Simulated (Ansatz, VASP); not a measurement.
# Tl: VASP beside Ansatz

Contents of INCAR:

```
SYSTEM = Tl
  PREC = Accurate
  ENCUT = 520
  EDIFF = 1E-6
  ISMEAR = -1
  SIGMA = 0.05
  LREAL = .FALSE.
  LASPH = .TRUE.
  NELM = 100
  ALGO = Normal
  ISIF = 2
  LWAVE = .FALSE.
  LCHARG = .FALSE.
  GGA = CA
  NBANDS = 20
```

Contents of KPOINTS:

```
Automatic mesh
0
G
  11 11 6
  0 0 0
```

File POSCAR:

```
Tl
1.0
    3.4559983565      0.0000000000      0.0000000000
   -1.7279991783      2.9929823722      0.0000000000
    0.0000000000      0.0000000000      5.6355000000
Tl
2
Direct
    0.3333333333      0.6666666667      0.2500000000
    0.6666666667      0.3333333333      0.7500000000
```

Input for Ansatz:

```yaml
crystal:
  lattice:
    - [3.4559983565, 0.0, 0.0]
    - [-1.7279991783, 2.9929823722, 0.0]
    - [0.0, 0.0, 5.6355]
  atoms:
    - { symbol: Tl, position: [0.3333333333, 0.6666666667, 0.25] }
    - { symbol: Tl, position: [0.6666666667, 0.3333333333, 0.75] }
kpoints:
  mp_grid: { grid: [11, 11, 6] }
  band_path:
    path:
      - [0.0, 0.0, 0.0]
      - [0.5, 0.0, 0.0]
      - [0.3333333333, 0.3333333333, 0.0]
      - [0.0, 0.0, 0.0]
      - [0.0, 0.0, 0.5]
      - [0.5, 0.0, 0.5]
      - [0.3333333333, 0.3333333333, 0.5]
      - [0.0, 0.0, 0.5]
      - [0.5, 0.0, 0.5]
    npoints: 5
scf:
  occupations: { method: fermi_dirac, width: 0.05 }
hamiltonian:
  xc: lda
  pseudopotentials: { kind: all_electron, lapw: { basis_error: 0.0005 } }
output:
  forces: true
  stress: true
  eigenvalues: true
```

Change from the starting cell: zz strain of +2 %.

Alike in both runs: task single point; functional LDA; k mesh 11 × 11 × 6; occupations fermi-dirac, width 0.05 eV; no spin polarisation.

|  | VASP | Ansatz |
| --- | --- | --- |
| version | VASP 6.6.1 | Ansatz 0.2.0 |
| potentials or method | VASP PAW LDA potentials, release 64 (Tl_d), cutoff 520 eV | all-electron LAPW, scalar-relativistic |

VASP gave:

```
pressure (GPa)                                                : -2.4
traceless stress, the component that is largest in VASP (GPa) : -0.48
```

Question: Estimate Ansatz's values.

Answer: Pressure (GPa): -2.5; traceless stress, the component that is largest in VASP (GPa): -0.51.

LDA's correlation is that of Perdew and Zunger in VASP and of Perdew and Wang (1992) in Ansatz. Ansatz ran all-electron here, and VASP with PAW potentials.

Neither program's run includes spin-orbit coupling.
